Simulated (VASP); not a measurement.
# PdPt2S6: single point with PBE

PdPt2S6:

```
Pd Pt S
1.0
     3.57126    0.00000    0.00000
    -1.78563    3.09280    0.00000
     0.00000    0.00000   18.96191
Pd Pt S
1 2 6
Direct
  0.00000 0.00000 0.00000
  0.00000 0.00000 0.33229
  0.00000 0.00000 0.66771
  0.33333 0.66667 0.06487
  0.33333 0.66667 0.39718
  0.33333 0.66667 0.73259
  0.66667 0.33333 0.26741
  0.66667 0.33333 0.60282
  0.66667 0.33333 0.93513
```

* Program: VASP 6.6.1
* Task: single point
* Functional: PBE
* Potentials or basis: VASP PAW PBE potentials, release 64 (Pd, Pt, S)
* Cutoff: 520 eV
* k mesh: 6 × 6 × 1
* Occupations: gaussian, width 0.1 eV
* Spin: no spin polarisation

```json
{"Pressure": "-0.3 GPa", "Largest force": "0.045 eV/Å", "Band gap on the k mesh": "1.36 eV, indirect (the least direct gap lies 4.6 meV higher)"}
```

Forces on the atoms (eV/Å):
```
Pd   0.000  0.000  0.000
Pt   0.000  0.000 -0.001
Pt   0.000  0.000  0.001
S    0.000  0.000 -0.038
S    0.000  0.000 -0.044
S    0.000  0.000 -0.045
S    0.000  0.000  0.045
S    0.000  0.000  0.044
S    0.000  0.000  0.038
```

Stress tensor (GPa, compression positive):
```
-0.35  0.00  0.00
 0.00 -0.35  0.00
 0.00  0.00 -0.23
```

Levels at points of the mesh, in eV from the valence-band top:
| k point | band 29 | band 30 | band 31 | band 32 | band 33 | band 34 | band 35 | band 36 | band 37 | band 38 |
| --- | --- | --- | --- | --- | --- | --- | --- | --- | --- | --- |
| (0.00, 0.00, 0.00) | -0.45 | -0.45 | -0.30 | -0.18 | -0.18 | 2.38 | 2.38 | 3.00 | 3.00 | 3.02 |
| (0.50, 0.00, 0.00) | -1.87 | -1.81 | -1.70 | -1.47 | -1.30 | 1.88 | 2.19 | 2.57 | 2.65 | 2.77 |

It took 2.4 min on 1 thread of Intel(R) Xeon(R) Platinum 8259CL CPU @ 2.50GHz (Skylake/Cascade Lake), on a shared host, peak memory 0.34 GiB.

Caveat: spin-orbit coupling is left out, which moves the levels of the heavy elements; this functional lacks dispersion, which binds the layers, so the pressure and a relaxed spacing across them are unreliable. PBE gaps usually lie below the measured ones, often by a third to a half.
